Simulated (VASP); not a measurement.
Here is a VASP 6.6.1 calculation.

Contents of INCAR:

```
SYSTEM = BN
  PREC = Accurate
  ENCUT = 600
  EDIFF = 1E-6
  ISMEAR = 0
  SIGMA = 0.01
  LREAL = .FALSE.
  LASPH = .TRUE.
  NELM = 120
  ALGO = Normal
  ISIF = 2
  LWAVE = .FALSE.
  LCHARG = .FALSE.
  GGA = RP
  NBANDS = 16
  GGA_COMPAT = .FALSE.
```

File KPOINTS:

```
Automatic mesh
0
G
  12 12 4
  0 0 0
```

Contents of POSCAR:

```
BN
1.0
    2.4982400000      0.0000000000      0.0000000000
   -1.2491200000      2.1635390000      0.0000000000
    0.0000000000      0.0000000000      6.6357000000
B N
2 2
Direct
    0.3333333333      0.6666666667      0.2500000000
    0.6666666667      0.3333333333      0.7500000000
    0.3333333333      0.6666666667      0.7500000000
    0.6666666667      0.3333333333      0.2500000000
```

Potentials or basis: VASP PAW PBE potentials, release 64 (B, N).

Run with:

```bash
$ cat potpaw_PBE.64/B/POTCAR potpaw_PBE.64/N/POTCAR > POTCAR
$ mpirun -np 1 vasp_std > vasp.out
```

Problem. Predict the band gap on the k mesh.

Solution. 4.40 eV, indirect (least direct gap 4.73 eV).

Problem. What does it give for the pressure?

Solution. 9.0 GPa.

Stress tensor (GPa, compression positive):
```
10.99  0.00  0.00
 0.00 10.99  0.00
 0.00  0.00  4.93
```

Caveat: the PAW data sets were made with another functional, which shifts forces and pressure a little; this functional lacks dispersion, which binds the layers, so the pressure and a relaxed spacing across them are unreliable. RPBE gaps usually lie below the measured ones, often by a third to a half.
